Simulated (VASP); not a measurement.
## CdS: single point with PBE

The system is CdS.

```xyz
4
Lattice="3.8410 0.0000 0.0000 -1.9205 3.3264 0.0000 0.0000 0.0000 6.4453" Properties=species:S:1:pos:R:3 pbc="T T T"
Cd    0.0000    0.0000    0.0000
Cd    0.0000    0.0000    3.2226
S     0.0000    2.2176    1.6113
S     1.9205    1.1088    4.8340
```

* Program: VASP 6.6.1
* Task: single point
* Functional: PBE
* Potentials or basis: VASP PAW PBE potentials, release 64 (Cd, S)
* Cutoff: 520 eV
* k mesh: 6 × 6 × 4
* Occupations: gaussian, width 0.01 eV
* Spin: no spin polarisation

```
Pressure               : 2.2 GPa
Band gap on the k mesh : 0.63 eV, direct
```

Stress tensor (GPa, compression positive):
```
2.24 0.00 0.00
0.00 2.24 0.00
0.00 0.00 2.07
```

Levels at points of the mesh, in eV from the valence-band top:
| k point | band 15 | band 16 | band 17 | band 18 | band 19 | band 20 | band 21 | band 22 |
| --- | --- | --- | --- | --- | --- | --- | --- | --- |
| (0.00, 0.00, 0.00) | -0.76 | -0.76 | 0.00 | 0.00 | 0.63 | 3.45 | 6.75 | 6.75 |
| (0.50, 0.00, 0.00) | -3.10 | -2.08 | -1.50 | -0.05 | 2.54 | 3.77 | 3.79 | 5.91 |
| (0.00, 0.00, 0.50) | -0.36 | -0.36 | -0.36 | -0.36 | 3.06 | 3.06 | 6.80 | 6.80 |
| (0.50, 0.00, 0.50) | -1.35 | -1.35 | -1.18 | -1.18 | 2.10 | 2.10 | 5.90 | 5.90 |

Wall time 37 s on 1 thread of Intel(R) Xeon(R) Platinum 8375C CPU @ 2.90GHz (Ice Lake), on a shared host, peak memory 0.21 GiB.

A k mesh can miss the band edges.
